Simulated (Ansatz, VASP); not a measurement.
Two plane-wave programs on SiO2

```
Si O
1.0
     3.33450    0.00000    0.00000
     0.00000    3.33450    0.00000
     0.00000    0.00000   31.47815
Si O
2 4
Direct
  0.00000 0.00000 0.22469
  0.00000 0.00000 0.34713
  0.00000 0.50000 0.22457
  0.50000 0.00000 0.22457
  0.00000 0.50000 0.34725
  0.50000 0.00000 0.34725
```

Alike in both runs: functional PBE; dispersion D3(BJ); k mesh 12 × 12 × 1; occupations gaussian, width 0.1 eV; no spin polarisation.

Ansatz relaxed the structure, and its values are those at the end. VASP's run is a single point on that final structure, the one shown.

|  | VASP | Ansatz |
| --- | --- | --- |
| version | VASP 6.6.1 | Ansatz 0.2.0 |
| potentials or method | VASP PAW PBE potentials, release 64 (Si, O), cutoff 520 eV | scalar-relativistic, plane waves, PAW |
| valence electrons in the cell | 32 | 32 |

|  | VASP | Ansatz | Ansatz less VASP |
| --- | --- | --- | --- |
| gap on the k mesh at the Fermi level (eV) | none | none | - |
| rms of the force components (eV/Å) | 0.004 | 0.003 | -0.0012 |

A gap of «none» marks a metal or a gap that the smearing closes. Ansatz's warnings: slab cell height set, xc potential rough in thin density.
